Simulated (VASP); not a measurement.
Write the native input for VASP 6.6.1 that does the following.

- Task: single point
- Functional: r2SCAN
- Potentials or basis: VASP PAW PBE potentials, release 64 (Cd, S)
- Cutoff: 520 eV
- k mesh: 8 × 8 × 8
- Occupations: gaussian, width 0.05 eV
- Spin: no spin polarisation
- Dipole correction: no
- Further INCAR settings: ALGO = Normal; EDIFF = 1e-06; NBANDS = 16

The system is CdS.

```
Cd S
1.0
     0.00000    2.91000    2.91000
     2.91000    0.00000    2.91000
     2.91000    2.91000    0.00000
Cd S
1 1
Direct
  0.00000 0.00000 0.00000
  0.73178 0.75000 0.75000
```

This cell differs from its parent crystal: all S atoms moved +0.075 Å, as atom 2 towards its neighbour atom 2 (S) at 4.115 Å.

The input as run:

POSCAR

```
CdS
1.0
    0.0000000000      2.9100000000      2.9100000000
    2.9100000000      0.0000000000      2.9100000000
    2.9100000000      2.9100000000      0.0000000000
Cd S
1 1
Direct
    0.0000000000      0.0000000000      0.0000000000
    0.7317755984      0.7500000000      0.7500000000
```

INCAR.step1

```
PREC = Accurate
ENCUT = 520
ISMEAR = 0
SIGMA = 0.05
LREAL = False
LASPH = True
NELM = 80
NBANDS = 16
GGA = PE
ALGO = Normal
EDIFF = 1E-4
LWAVE = True
LCHARG = False
```

INCAR.step2

```
PREC = Accurate
ENCUT = 520
EDIFF = 1E-6
ISMEAR = 0
SIGMA = 0.05
LREAL = False
LASPH = True
NELM = 80
ALGO = Normal
ISIF = 2
LWAVE = False
LCHARG = False
METAGGA = R2SCAN
LMIXTAU = True
NBANDS = 16
ISTART = 1
```

KPOINTS

```
regular mesh
0
Gamma
  8 8 8
```

Potentials or basis: VASP PAW PBE potentials, release 64 (Cd, S).

Command:

```console
$ cat potpaw_PBE.64/Cd/POTCAR potpaw_PBE.64/S/POTCAR > POTCAR
$ cp INCAR.step1 INCAR
$ mpirun -np 1 vasp_std > vasp.out
$ cp INCAR.step2 INCAR
$ mpirun -np 1 vasp_std > vasp.out
```

It gave:

```json
{"Pressure": "2.4 GPa", "Largest force": "0.415 eV/Å", "Band gap on the k mesh": "1.60 eV"}
```

Caveat: the cell differs from its parent crystal (all S atoms moved +0.075 Å, as atom 2 towards its neighbour atom 2 (S) at 4.115 Å); the PAW data sets were made with another functional, which shifts forces and pressure a little.

Run time: 3.5 min on 1 thread of AMD EPYC 9R45 96-Core Processor (Zen 5), with other jobs on the host, peak memory 0.24 GiB.
